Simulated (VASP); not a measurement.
AlP (a.bA): single point with PBEsol

AlP (a.bA):

```
Al P
1.0
     0.00000    2.73500    2.73500
     2.73500    0.00000    2.73500
     2.73500    2.73500    0.00000
Al P
1 1
Direct
  0.00000 0.00000 0.00000
  0.25000 0.25000 0.25000
```

```json
{
  "Program": "VASP 6.6.1",
  "Task": "single point",
  "Functional": "PBEsol",
  "Potentials or basis": "VASP PAW PBE potentials, release 64 (Al, P)",
  "Cutoff": "500 eV",
  "k mesh": "6 × 6 × 6",
  "Occupations": "gaussian, width 0.1 eV",
  "Spin": "no spin polarisation",
  "Dipole correction": "no",
  "Further INCAR settings": "ALGO = Normal; EDIFF = 1e-06; NBANDS = 11"
}
```

* Pressure: 0.1 GPa
* Band gap on the k mesh: 1.45 eV, indirect (least direct gap 3.16 eV)

Levels at points of the mesh, in eV from the valence-band top:
```csv
k point,band 1,band 2,band 3,band 4,band 5,band 6,band 7,band 8,band 9
"(0.00, 0.00, 0.00)",-11.50,0.00,0.00,0.00,3.16,4.50,4.50,4.50,8.79
"(0.50, 0.00, 0.00)",-9.81,-5.56,-0.77,-0.77,2.71,4.74,4.74,8.06,11.49
"(0.50, 0.50, 0.00)",-9.15,-5.32,-2.11,-2.11,1.45,2.37,10.94,10.94,11.89
```

It took 11 s on 1 thread of AMD EPYC 7R13 (shared host), peak memory 0.12 GiB.

Caveat: the PAW data sets were made with another functional, which shifts forces and pressure a little. A k mesh can miss the band edges.
